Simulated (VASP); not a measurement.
# Hf: single point with r2SCAN

Hf:

```
CELL_PARAMETERS angstrom
-1.80500 1.80500 1.80500
1.80500 -1.80500 1.80500
1.80500 1.80500 -1.80500
ATOMIC_POSITIONS crystal
Hf 0.00000 0.00000 0.00000
```

* Program: VASP 6.6.1
* Task: single point
* Functional: r2SCAN
* Potentials or basis: VASP PAW PBE potentials, release 64 (Hf_pv)
* Cutoff: 550 eV
* k mesh: 3 × 3 × 3
* Occupations: fermi-dirac, width 0.15 eV
* Spin: no spin polarisation

The pressure is -5.6 GPa and the band gap on the k mesh is zero (band 5 reaches 5.85 eV, above the bottom of band 6 at 3.47 eV).

Levels at points of the mesh, in eV from the Fermi level:
| k point | band 2 | band 3 | band 4 | band 5 | band 6 | band 7 |
| --- | --- | --- | --- | --- | --- | --- |
| (0.00, 0.00, 0.00) | -31.19 | -31.19 | -7.19 | 1.75 | 1.75 | 1.75 |

It took 8.9 s on 1 thread of AMD EPYC 7R13 Processor (Zen 3), with other jobs on the host, peak memory 0.11 GiB.

Caveat: the k points lie up to 0.82 Å⁻¹ apart; the PAW data sets were made with another functional, which shifts forces and pressure a little; spin-orbit coupling is left out, which moves the levels of the heavy elements.
